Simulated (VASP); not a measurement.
AlAu2: single point with LDA

The system is AlAu2.

```
CELL_PARAMETERS angstrom
-1.68535 1.68535 4.09785
1.68535 -1.68535 4.09785
1.68535 1.68535 -4.09785
ATOMIC_POSITIONS crystal
Al 0.00000 0.00000 0.00000
Au 0.65704 0.65704 0.00000
Au 0.34296 0.34296 0.00000
```

* Program: VASP 6.6.1
* Task: single point
* Functional: LDA
* Potentials or basis: VASP PAW LDA potentials, release 64 (Al, Au)
* Cutoff: 520 eV
* k mesh: 16 × 16 × 16
* Occupations: gaussian, width 0.15 eV
* Spin: no spin polarisation
* Dipole correction: no
* Further INCAR settings: ALGO = Fast; EDIFF = 1e-06; NBANDS = 20

```
Pressure               : 5.6 GPa
Largest force          : 1.061 eV/Å
Band gap on the k mesh : zero (an odd number of electrons rules out a gap without spin polarisation)
```

Forces on the atoms (eV/Å):
```
Al   0.000  0.000  0.000
Au   0.000  0.000  1.061
Au   0.000  0.000 -1.061
```

Stress tensor (GPa, compression positive):
```
 1.84  0.00  0.00
 0.00  1.84  0.00
 0.00  0.00 13.12
```

Levels at points of the mesh, in eV from the Fermi level:
| k point | band 9 | band 10 | band 11 | band 12 | band 13 | band 14 | band 15 | band 16 | band 17 | band 18 |
| --- | --- | --- | --- | --- | --- | --- | --- | --- | --- | --- |
| (0.00, 0.00, 0.00) | -4.85 | -4.85 | -3.49 | -0.34 | 2.64 | 5.90 | 5.90 | 6.54 | 6.54 | 6.69 |
| (0.50, 0.00, 0.00) | -4.17 | -3.41 | -3.25 | -3.14 | -1.96 | 2.46 | 7.35 | 7.63 | 8.15 | 8.63 |
| (0.50, 0.50, 0.00) | -3.70 | -3.44 | -3.32 | -1.67 | 0.96 | 1.11 | 2.10 | 2.24 | 6.37 | 6.74 |
| (0.50, 0.50, 0.50) | -3.85 | -3.47 | -3.47 | -2.64 | 2.18 | 2.18 | 6.76 | 7.42 | 8.29 | 11.39 |

Wall time 3 min on 1 thread of Intel(R) Xeon(R) 6975P-C (Granite Rapids), with other jobs on the host, peak memory 0.4 GiB.

Caveat: the cell stands under pressure; spin-orbit coupling is left out, which moves the levels of the heavy elements; forces of over 1 eV/Å act on the atoms, so gaps and moduli don't describe the material at rest.
